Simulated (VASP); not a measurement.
A run of VASP 6.6.1:

INCAR

```
SYSTEM = AlN
  PREC = Accurate
  ENCUT = 600
  EDIFF = 1E-7
  ISMEAR = -1
  SIGMA = 0.05
  LREAL = .FALSE.
  LASPH = .TRUE.
  NELM = 100
  ALGO = Normal
  ISIF = 3
  LWAVE = .FALSE.
  LCHARG = .FALSE.
  GGA = RE
  IVDW = 12
  IBRION = 2
  NSW = 60
  EDIFFG = -0.01
```

File KPOINTS:

```
regular mesh
0
G
  10 10 6
  0 0 0
```

The input POSCAR:

```
AlN
1.0
    3.1130000000      0.0000000000      0.0000000000
   -1.5565000000      2.6959370820      0.0000000000
    0.0000000000      0.0000000000      4.9810000000
Al N
2 2
Direct
    0.6666666667      0.3333333333      0.5000000000
    0.3333333333      0.6666666667      0.0000000000
    0.6666666667      0.3333333333      0.8800000000
    0.3333333333      0.6666666667      0.3800000000
```

Potentials or basis: VASP PAW PBE potentials, release 64 (Al, N).

Run with:

```bash
$ cat potpaw_PBE.64/Al/POTCAR potpaw_PBE.64/N/POTCAR > POTCAR
$ mpirun -np 1 vasp_std > vasp.out
```

Hardware: 1 thread of Intel(R) Xeon(R) Platinum 8175M CPU @ 2.50GHz (Skylake/Cascade Lake) (shared host).

Problem. How long does it take, and how much memory?

Solution. It took 2.1 min on 1 thread of Intel(R) Xeon(R) Platinum 8175M CPU @ 2.50GHz (Skylake/Cascade Lake) (shared host), peak memory 0.2 GiB. Counts: scf iterations 46, k points 56, ion steps 6.
